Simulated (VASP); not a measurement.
Input of a VASP 6.6.1 run:

Contents of INCAR:

```
SYSTEM = Au
PREC = Accurate
ENCUT = 600
EDIFF = 1E-7
ISMEAR = 0
SIGMA = 0.1
LREAL = .FALSE.
LASPH = .TRUE.
NELM = 100
ALGO = Fast
ISIF = 4
LWAVE = .FALSE.
LCHARG = .FALSE.
GGA = PS
IBRION = 2
NSW = 50
EDIFFG = -0.01
```

File KPOINTS:

```
regular mesh
0
G
  16 16 10
  0 0 0
```

File POSCAR:

```
Au
1.0
    1.4239764844     -2.5419255432      0.0000000000
    1.4239764844      2.5419255432      0.0000000000
    0.0000000000      0.0000000000      4.8482121257
Au
2
Direct
    0.6638639510      0.3361360490      0.2500000000
    0.3361360490      0.6638639510      0.7500000000
```

Potentials or basis: VASP PAW PBE potentials, release 64 (Au).

Run with:

```bash
$ cat potpaw_PBE.64/Au/POTCAR > POTCAR
$ mpirun -np 1 vasp_std > vasp.out
```

Predict the band gap on the k mesh.

zero (bands 11 and 12 overlap by 6.42 eV).

Final structure:
```cif
data_structure
_symmetry_space_group_name_H-M 'P 1'
_symmetry_Int_Tables_number 1
_cell_length_a 2.9136
_cell_length_b 2.9136
_cell_length_c 4.8557
_cell_angle_alpha 90.000
_cell_angle_beta 90.000
_cell_angle_gamma 121.628
_cell_volume 35.10
loop_
_atom_site_label
_atom_site_type_symbol
_atom_site_fract_x
_atom_site_fract_y
_atom_site_fract_z
_atom_site_occupancy
Au1 Au 0.66388 0.33612 0.25000 1
Au2 Au 0.33612 0.66388 0.75000 1
```

Caveat: spin-orbit coupling is left out, which moves the levels of the heavy elements.
